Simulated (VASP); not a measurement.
A run of VASP 6.6.1 is set up as follows.

Contents of INCAR:

```
PREC = Accurate
ENCUT = 520
EDIFF = 1E-6
ISMEAR = 0
SIGMA = 0.1
LREAL = F
LASPH = T
NELM = 60
ALGO = Normal
ISIF = 2
LWAVE = F
LCHARG = F
GGA = PE
NBANDS = 15
```

File KPOINTS:

```
Automatic mesh
0
Gamma
  16 16 12
```

File POSCAR:

```
SrB2
1.0
    1.5824816916     -3.9617839083      0.0000000000
    1.5824816916      3.9617839083      0.0000000000
    0.0000000000      0.0000000000      3.9551017829
Sr B
1 2
Direct
    0.0000000000      0.0000000000      0.0000000000
    0.2639015390      0.7360984610      0.5000000000
    0.7360984610      0.2639015390      0.5000000000
```

Potentials or basis: VASP PAW PBE potentials, release 64 (Sr_sv, B).

Command:

```sh
$ cat potpaw_PBE.64/Sr_sv/POTCAR potpaw_PBE.64/B/POTCAR > POTCAR
$ mpirun -np 1 vasp_std > vasp.out
```

Estimate the largest force.

0.004 eV/Å.

What does it give for the pressure?

0.2 GPa.

Predict the band gap on the k mesh.

zero (bands 8 and 9 overlap by 1.18 eV).

Forces in eV/Å, atoms in the order of the input:
```
Sr   0.000  0.000  0.000
B    0.000 -0.004  0.000
B    0.000  0.004  0.000
```
